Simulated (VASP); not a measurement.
# InGa2N3 (Cmc2_1) in VASP: a series of runs

InGa2N3 is run at these levels: PBE; tasks: single point.

Everything below comes from runs of VASP 6.6.1. Logs are shortened: lines on timing, memory, paths and dates and some standing lists are left out, and cuts for length are marked.

### 1 The cell of the first run

The structure is orthorhombic, space group Cmc2_1 (No. 36). Conventional cell: a = 9.821 Å, b = 5.665 Å, c = 5.459 Å, α = 90.00°, β = 90.00°, γ = 90.00°. Within 2.8 Å of In (site symmetry m) lie 4 N at 2.15 to 2.17 Å. Ga (site symmetry 1) has 4 N at 1.95 to 1.98 Å within 2.6 Å. N (site symmetry 1) has 3 Ga at 1.95 to 1.98 Å and 1 In at 2.15 Å within 2.6 Å. N (site symmetry m) has 2 Ga at 1.95 Å and 2 In at 2.15 to 2.17 Å within 2.6 Å.

### 2 Single point, PBE (biaxial strain in the a-b plane: -2.0 %, then relaxed in part)

File INCAR:

```
  PREC = Accurate
  ENCUT = 600
  EDIFF = 1E-6
  ISMEAR = 0
  SIGMA = 0.02
  LREAL = False
  LASPH = True
  NELM = 120
  ALGO = Normal
  ISIF = 2
  LWAVE = False
  LCHARG = False
  GGA = PE
  NBANDS = 66
  GGA_COMPAT = False
```

File KPOINTS:

```
regular mesh
0
Gamma
  6 6 6
```

File POSCAR:

```
InGa2N3
1.0
    4.9102734329     -2.8323956326      0.0000000000
    4.9102734329      2.8323956326      0.0000000000
    0.0000000000      0.0000000000      5.4594287827
In Ga N
2 4 6
Direct
    0.3249483418      0.6750516582      0.9947485117
    0.6750516582      0.3249483418      0.4947485117
    0.0069836939      0.3340127178      0.9944620251
    0.6659872822      0.9930163061      0.9944620251
    0.9930163061      0.6659872822      0.4944620251
    0.3340127178      0.0069836939      0.4944620251
    0.0263358035      0.3335448529      0.3558504070
    0.6664551471      0.9736641965      0.3558504070
    0.9736641965      0.6664551471      0.8558504070
    0.3335448529      0.0263358035      0.8558504070
    0.3082078377      0.6917921623      0.3926276243
    0.6917921623      0.3082078377      0.8926276243
```

Potentials or basis: VASP PAW PBE potentials, release 64 (In_d, Ga_d, N).

Started as:

```sh
cat potpaw_PBE.64/In_d/POTCAR potpaw_PBE.64/Ga_d/POTCAR potpaw_PBE.64/N/POTCAR > POTCAR
mpirun -np 1 vasp_std > vasp.out
```

OUTCAR:

```text
PREC = Accurate
   ENCUT = 600
   EDIFF = 1E-6
   ISMEAR = 0
   LREAL = False
   LASPH = True
   NELM = 120
   ISIF = 2
   GGA = PE

 ion  position               nearest neighbor table
   1  0.325  0.675  0.995-  12 2.15  10 2.15   9 2.15  11 2.17   3 3.23   4 3.23   4 3.24   3 3.24
                             6 3.33   5 3.33   6 3.33   5 3.33   4 3.35   3 3.35   2 3.37   2 3.37
   2  0.675  0.325  0.495-  11 2.15   8 2.15   7 2.15  12 2.17   6 3.23   5 3.23   6 3.24   5 3.24
                             4 3.33   3 3.33   4 3.33   3 3.33   6 3.35   5 3.35   1 3.37   1 3.37
   3  0.007  0.334  0.994-  12 1.95   9 1.95  10 1.95   7 1.98   1 3.23   1 3.24   2 3.33   2 3.33
                             1 3.35
   4  0.666  0.993  0.994-  12 1.95  10 1.95   9 1.95   8 1.98   1 3.23   1 3.24   2 3.33   2 3.33
                             1 3.35
   5  0.993  0.666  0.494-  11 1.95   7 1.95   8 1.95   9 1.98   2 3.23   2 3.24   1 3.33   1 3.33
                             2 3.35
   6  0.334  0.007  0.494-  11 1.95   8 1.95   7 1.95  10 1.98   2 3.23   2 3.24   1 3.33   1 3.33
                             2 3.35
   7  0.026  0.334  0.356-   5 1.95   6 1.95   3 1.98   2 2.15
   8  0.666  0.974  0.356-   6 1.95   5 1.95   4 1.98   2 2.15
   9  0.974  0.666  0.856-   3 1.95   4 1.95   5 1.98   1 2.15
  10  0.334  0.026  0.856-   4 1.95   3 1.95   6 1.98   1 2.15
  11  0.308  0.692  0.393-   5 1.95   6 1.95   2 2.15   1 2.17
  12  0.692  0.308  0.893-   3 1.95   4 1.95   1 2.15   2 2.17

  LATTYP: Found a base centered orthorhombic cell.
 ALAT       =     5.6647912652
 B/A-ratio  =     1.7336114264
 C/A-ratio  =     0.9637475641

  Lattice vectors:

 A1 = (  -4.9102734329,  -2.8323956326,   0.0000000000)
 A2 = (   4.9102734329,  -2.8323956326,   0.0000000000)
 A3 = (   0.0000000000,   0.0000000000,   5.4594287827)

Analysis of symmetry for initial positions (statically):
=====================================================================
 Subroutine PRICEL returns:
 Original cell was already a primitive cell.

 Routine SETGRP: Setting up the symmetry group for a
 base centered orthorhombic supercell.

 Subroutine GETGRP returns: Found  4 space group operations
 (whereof  2 operations were pure point group operations)
 out of a pool of  8 trial point group operations.

The static configuration has the point symmetry C_1h.
 The point group associated with its full space group is C_2v.

Analysis of symmetry for dynamics (positions and initial velocities):
=====================================================================
 Subroutine PRICEL returns:
 Original cell was already a primitive cell.

 Routine SETGRP: Setting up the symmetry group for a
 base centered orthorhombic supercell.

 Subroutine GETGRP returns: Found  4 space group operations
 (whereof  2 operations were pure point group operations)
 out of a pool of  8 trial point group operations.

The dynamic configuration has the point symmetry C_1h.
 The point group associated with its full space group is C_2v.

 Subroutine INISYM returns: Found  4 space group operations
 (whereof  2 operations are pure point group operations),
 and found     1 'primitive' translations

----------------------------------------------------------------------------------------

                                     Primitive cell

  volume of cell :     151.8577

  direct lattice vectors                    reciprocal lattice vectors
     4.910273433 -2.832395633  0.000000000     0.101827323 -0.176529011  0.000000000
     4.910273433  2.832395633  0.000000000     0.101827323  0.176529011  0.000000000
     0.000000000  0.000000000  5.459428783     0.000000000  0.000000000  0.183169346

  length of vectors
     5.668619780  5.668619780  5.459428783     0.203792285  0.203792285  0.183169346

  position of ions in fractional coordinates (direct lattice)
     0.324948342  0.675051658  0.994748512
     0.675051658  0.324948342  0.494748512
     0.006983694  0.334012718  0.994462025
     0.665987282  0.993016306  0.994462025
     0.993016306  0.665987282  0.494462025
     0.334012718  0.006983694  0.494462025
     0.026335803  0.333544853  0.355850407
[... 25 lines left out ...]
Automatic generation of k-mesh.
 Grid dimensions read from file:
 generate k-points for:    6    6    6

 Generating k-lattice:

  Cartesian coordinates                     Fractional coordinates (reciprocal lattice)
     0.016971221 -0.029421502  0.000000000     0.166666667 -0.000000000  0.000000000
     0.016971221  0.029421502  0.000000000    -0.000000000  0.166666667  0.000000000
     0.000000000  0.000000000  0.030528224     0.000000000  0.000000000  0.166666667

  Length of vectors
     0.033965381  0.033965381  0.030528224

  Shift w.r.t. Gamma in fractional coordinates (k-lattice)
     0.000000000  0.000000000  0.000000000

 Subroutine IBZKPT returns following result:
 ===========================================

 Found     52 irreducible k-points:

 Following reciprocal coordinates:
            Coordinates               Weight
  0.000000  0.000000  0.000000      1.000000
  0.166667 -0.000000  0.000000      4.000000
  0.333333 -0.000000  0.000000      4.000000
  0.500000 -0.000000  0.000000      2.000000
  0.166667  0.166667  0.000000      2.000000
  0.333333  0.166667  0.000000      4.000000
[... 16 lines left out ...]
  0.333333  0.333333  0.166667      4.000000
  0.500000  0.333333  0.166667      8.000000
 [... further k-points ...]
   k-points           NKPTS =     52   k-points in BZ     NKDIM =     52   number of bands    NBANDS=     66
   number of dos      NEDOS =    301   number of ions     NIONS =     12
   total plane-waves  NPLWV = 110592
   dimension x,y,z NGX =    48 NGY =   48 NGZ =   48
   dimension x,y,z NGXF=    96 NGYF=   96 NGZF=   96
   ions per type =               2   4   6
   NGX,Y,Z   is equivalent  to a cutoff of  14.08, 14.08, 14.62 a.u.
   NGXF,Y,Z  is equivalent  to a cutoff of  28.15, 28.15, 29.23 a.u.
 SYSTEM =  unknown system
   PREC   = accura    normal or accurate (medium, high low for compatibility)
   ISTART =      0    job   : 0-new  1-cont  2-samecut
   ICHARG =      2    charge: 1-file 2-atom 10-const
   ISPIN  =      1    spin polarized calculation?
   LNONCOLLINEAR =      F non collinear calculations
   LSORBIT =      F    spin-orbit coupling
   LASPH  =      T    aspherical Exc in radial PAW
   ENCUT  =  600.0 eV  44.10 Ry    6.64 a.u.  11.32 11.32 10.90*2*pi/ulx,y,z
   NELM   =    120;   NELMIN=  2; NELMDL= -5     # of ELM steps
   EDIFF  = 0.1E-05   stopping-criterion for ELM
   LREAL  =      F    real-space projection
   EDIFFG = 0.1E-04   stopping-criterion for IOM
   NSW    =      0    number of steps for IOM
   IBRION =     -1    ionic relax: 0-MD 1-quasi-New 2-CG
   NFREE  =      0    steps in history (QN), initial steepest desc. (CG)
   ISIF   =      2    stress and relaxation
   ISYM   =      2    0-nonsym 1-usesym 2-fastsym
   POTIM  = 0.5000    time-step for ionic-motion
   TEBEG  =    0.0;   TEEND  =   0.0 temperature during run
   PSTRESS=    0.0 pullay stress
   NELECT =     108.0000    total number of electrons
   NUPDOWN=      -1.0000    fix difference up-down
   EMIN   =  10.00;   EMAX   =-10.00  energy-range for DOS
   EFERMI =   0.00;   METHOD = LEGACY
   ISMEAR =     0;   SIGMA  =   0.02  broadening in eV -4-tet -1-fermi 0-gaus
   EFERMI_NEDOS =   21; number of points for ismear=-14 and -15
   IALGO  =     38    algorithm
   IMIX   =      4    mixing-type and parameters
     AMIX     =   0.40;   BMIX     =  1.00
     AMIX_MAG =   1.60;   BMIX_MAG =  1.00
  volume/ion in A,a.u.               =      12.65        85.40
  Fermi-wavevector in a.u.,A,eV,Ry     =   1.461292  2.761442 29.053551  2.135376
  Thomas-Fermi vector in A             =   2.577641
   LORBIT       =      0    0 simple, 1 ext, 2 COOP (PROOUT), +10 PAW based schemes
   GGA     = PE    functional components
   LHFCALC =     F    Hartree Fock is set to
   AEXX    =    0.0000 exact exchange contribution
   IVDW    =     0    specifies the selected vdW correction
   LEPSILON=     F    determine dielectric tensor
   LRPA    =     F    only Hartree local field effects (RPA)
 non-spin polarized calculation
 Gauss-broadening in eV      SIGMA  =   0.02
  energy-cutoff  :      600.00
  volume of cell :      151.86
 maximum number of plane-waves:      5096
 NGX is ok and might be reduce to    48
   NGX = 23   NGY = 23   NGZ = 21

 number of electron     107.9999998 magnetization

 Free energy of the ion-electron system (eV)
  ---------------------------------------------------
  ext. energy  EPLUGINS =         0.00000000
  ---------------------------------------------------
  free energy    TOTEN  =       -69.77467010 eV

  energy without entropy =      -69.77467010  energy(sigma->0) =      -69.77467010

 E-fermi :   6.0875     XC(G=0): -11.3571

 val. band max:        5.9366035550   @ k =   0.0000   0.0000   0.0000
 cond. band min:       6.8500600943   @ k =   0.0000   0.0000   0.0000
 fundamental gap:      0.9134565394
 Fermi energy:         6.0875215090

 k-point     1 :       0.0000    0.0000    0.0000
  band No.  band energies     occupation
      1      -9.6185      2.00000
      2      -9.1303      2.00000
      3      -8.9787      2.00000
      4      -8.9724      2.00000
      5      -8.9652      2.00000
      6      -8.9308      2.00000
[... 1645 lines left out ...]
     65      13.6502      0.00000
     66      14.0373      0.00000

 [... further k-points ...]

------------------------ aborting loop because EDIFF is reached ----------------------------------------

  FORCE on cell =-STRESS in cart. coord.  units (eV):
  Direction    XX          YY          ZZ          XY          YZ          ZX
  --------------------------------------------------------------------------------------
  -------------------------------------------------------------------------------------
  Total        6.9248796      6.9064446      0.0334048      0.0000000      0.0000000      0.0000000
  in kB       73.0610674     72.8665690      0.3524383      0.0000000      0.0000000      0.0000000
  external PRESSURE =      48.7600249 kB  Pullay stress =       0.0000000 kB

 VOLUME and BASIS-vectors are now :
 -----------------------------------------------------------------------------
  energy-cutoff  :      600.00
  volume of cell :      151.86
      direct lattice vectors                 reciprocal lattice vectors
     4.910273433 -2.832395633  0.000000000     0.101827323 -0.176529011  0.000000000
     4.910273433  2.832395633  0.000000000     0.101827323  0.176529011  0.000000000
     0.000000000  0.000000000  5.459428783     0.000000000  0.000000000  0.183169346

 POSITION                                       TOTAL-FORCE (eV/Angst)
 -----------------------------------------------------------------------------------
      4.91027      0.99163      5.43076         0.000000      0.000448      0.000499
      4.91027     -0.99163      2.70104         0.000000     -0.000448      0.000499
      1.67439      0.92628      5.42919        -0.001393      0.000485     -0.003084
      8.14616      0.92628      5.42919         0.001393      0.000485     -0.003084
      8.14616     -0.92628      2.69948         0.001393     -0.000485     -0.003084
      1.67439     -0.92628      2.69948        -0.001393     -0.000485     -0.003084
      1.76711      0.87014      1.94274         0.012140     -0.006490     -0.002779
      8.05343      0.87014      1.94274        -0.012140     -0.006490     -0.002779
      8.05343     -0.87014      4.67245        -0.012140      0.006490     -0.002779
      1.76711     -0.87014      4.67245         0.012140      0.006490     -0.002779
      4.91027      1.08646      2.14352         0.000000      0.015916      0.011228
      4.91027     -1.08646      4.87324         0.000000     -0.015916      0.011228
 -----------------------------------------------------------------------------------
    total drift:                               -0.000000      0.000000     -0.000098

  FREE ENERGIE OF THE ION-ELECTRON SYSTEM (eV)
  ---------------------------------------------------
  free  energy   TOTEN  =       -69.7746701007 eV

  energy  without entropy=      -69.7746701007  energy(sigma->0) =      -69.77467010
```

Run time: 20 min. Hardware: 1 thread of Oxide Virtual Turin-like, shared host; peak memory 0.63 GiB.

What came out:

| Item | Value |
| --- | --- |
| Free energy | -69.7747 eV |
| Pressure | 4.9 GPa |
| Largest force | 0.019 eV/Å |
| Band gap on the k mesh | 0.91 eV |

Forces on the atoms (eV/Å):
```
In   0.000  0.000  0.000
In   0.000  0.000  0.000
Ga  -0.001  0.000 -0.003
Ga   0.001  0.000 -0.003
Ga   0.001  0.000 -0.003
Ga  -0.001  0.000 -0.003
N    0.012 -0.006 -0.003
N   -0.012 -0.006 -0.003
N   -0.012  0.006 -0.003
N    0.012  0.006 -0.003
N    0.000  0.016  0.011
N    0.000 -0.016  0.011
```

Caveat: the cell differs from its parent crystal (biaxial strain in the a-b plane: -2.0 %, then relaxed in part); the stress differs along the axes, from 0 to 7 GPa; spin-orbit coupling is left out, which moves the levels of the heavy elements.

### 3 Single point, PBE (biaxial strain in the a-b plane: +2.0 %)

File INCAR:

```
PREC = Accurate
ENCUT = 600
EDIFF = 1E-6
ISMEAR = 0
SIGMA = 0.02
LREAL = False
LASPH = True
NELM = 120
ALGO = Normal
ISIF = 2
LWAVE = False
LCHARG = False
GGA = PE
NBANDS = 66
GGA_COMPAT = False
```

File KPOINTS:

```
Automatic mesh
0
Gamma
  6 6 6
```

File POSCAR:

```
InGa2N3
1.0
    5.1106927566     -2.9480036176      0.0000000000
    5.1106927566      2.9480036176      0.0000000000
    0.0000000000      0.0000000000      5.3332832811
In Ga N
2 4 6
Direct
    0.3253743399      0.6746256601      0.9897954405
    0.6746256601      0.3253743399      0.4897954405
    0.0070223916      0.3338071181      0.9925887730
    0.6661928819      0.9929776084      0.9925887730
    0.9929776084      0.6661928819      0.4925887730
    0.3338071181      0.0070223916      0.4925887730
    0.0264035205      0.3337100344      0.3590241571
    0.6662899656      0.9735964795      0.3590241571
    0.9735964795      0.6662899656      0.8590241571
    0.3337100344      0.0264035205      0.8590241571
    0.3077705035      0.6922294965      0.3949796994
    0.6922294965      0.3077705035      0.8949796994
```

Potentials or basis: VASP PAW PBE potentials, release 64 (In_d, Ga_d, N).

Started as:

```sh
cat potpaw_PBE.64/In_d/POTCAR potpaw_PBE.64/Ga_d/POTCAR potpaw_PBE.64/N/POTCAR > POTCAR
mpirun -np 1 vasp_std > vasp.out
```

Wall time 30 min (1 thread of Oxide Virtual Turin-like, shared host); peak memory 0.65 GiB.

It converged, with:

```yaml
Free_energy: -69.7749 eV
Pressure: -3.8 GPa
Largest_force: 0.320 eV/Å
Band_gap_on_the_k_mesh: 0.74 eV
```

Forces in eV/Å, atoms in the order of the input:
```
In   0.000  0.008 -0.320
In   0.000 -0.008 -0.320
Ga   0.009 -0.005 -0.252
Ga  -0.009 -0.005 -0.252
Ga  -0.009  0.005 -0.252
Ga   0.009  0.005 -0.252
N    0.001  0.000  0.277
N   -0.001  0.000  0.277
N   -0.001  0.000  0.277
N    0.001  0.000  0.277
N    0.000  0.009  0.270
N    0.000 -0.009  0.270
```

Stress tensor (GPa, compression positive):
```
-6.81  0.00  0.00
 0.00 -6.75  0.00
 0.00  0.00  2.10
```

Levels at points of the mesh, in eV from the valence-band top:
```csv
k point,band 50,band 51,band 52,band 53,band 54,band 55,band 56,band 57,band 58,band 59
"(0.00, 0.00, 0.00)",-1.01,-0.97,-0.03,-0.03,0.00,0.74,3.05,5.28,5.28,5.91
"(0.50, 0.00, 0.00)",-0.94,-0.84,-0.79,-0.76,-0.68,3.47,3.74,4.64,4.87,5.49
"(0.50, 0.50, 0.00)",-0.99,-0.90,-0.79,-0.73,-0.59,3.36,4.08,4.13,4.85,5.62
"(0.00, 0.00, 0.50)",-0.85,-0.53,-0.53,-0.52,-0.52,3.09,3.09,5.73,5.73,5.94
"(0.50, 0.00, 0.50)",-1.61,-1.35,-1.35,-1.01,-1.01,3.82,3.82,4.69,4.69,4.96
"(0.50, 0.50, 0.50)",-1.56,-1.35,-1.35,-1.08,-1.08,3.95,3.95,4.55,4.55,4.99
```

Caveat: the cell differs from its parent crystal (biaxial strain in the a-b plane: +2.0 %); the stress differs along the axes, from -7 to 2 GPa; semilocal functionals underestimate gaps, and a narrow one can read as zero; spin-orbit coupling is left out, which moves the levels of the heavy elements.
